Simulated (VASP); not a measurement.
BN: single point with PBE+D3(BJ)

BN, a slab with vacuum:

```
B N
1.0
     2.50876    0.00000    0.00000
    -1.25438    2.17265    0.00000
     0.00000    0.00000   17.50000
B N
2 2
Direct
  0.00000 0.00000 0.25714
  0.00000 0.33333 0.45451
  0.66667 0.33333 0.25709
  0.66667 0.66667 0.45456
```

This cell differs from its parent crystal: layers slid over each other, then relaxed in part.

* Program: VASP 6.6.1
* Task: single point
* Functional: PBE
* Dispersion: D3(BJ)
* Potentials or basis: VASP PAW PBE potentials, release 64 (B, N)
* Cutoff: 520 eV
* k mesh: 12 × 12 × 1
* Occupations: gaussian, width 0.05 eV
* Spin: no spin polarisation

| Property | Result |
| --- | --- |
| Largest force | 0.027 eV/Å |
| Band gap on the k mesh | 4.18 eV (least direct gap 4.28 eV) |
| Dispersion energy per atom | -0.103 eV |

Forces in eV/Å, atoms in the order of the input:
```
B   -0.006  0.001  0.000
B   -0.002 -0.006  0.000
N    0.017 -0.021  0.000
N   -0.009  0.025  0.000
```

Levels at points of the mesh, in eV from the valence-band top:
```
           k point  band 6  band 7  band 8  band 9  band 10  band 11
(0.00, 0.00, 0.00)   -1.45   -1.45   -1.45    4.65     5.22     6.07
(0.50, 0.00, 0.00)   -4.23   -1.27   -0.76    4.18     5.19     9.45
(0.00, 0.50, 0.00)   -4.23   -1.15   -0.90    4.42     4.95     9.47
```

Run time: 3.1 min on 1 thread of Intel Xeon 8259CL (shared host), peak memory 0.25 GiB.

Caveat: the cell differs from its parent crystal (layers slid over each other, then relaxed in part).
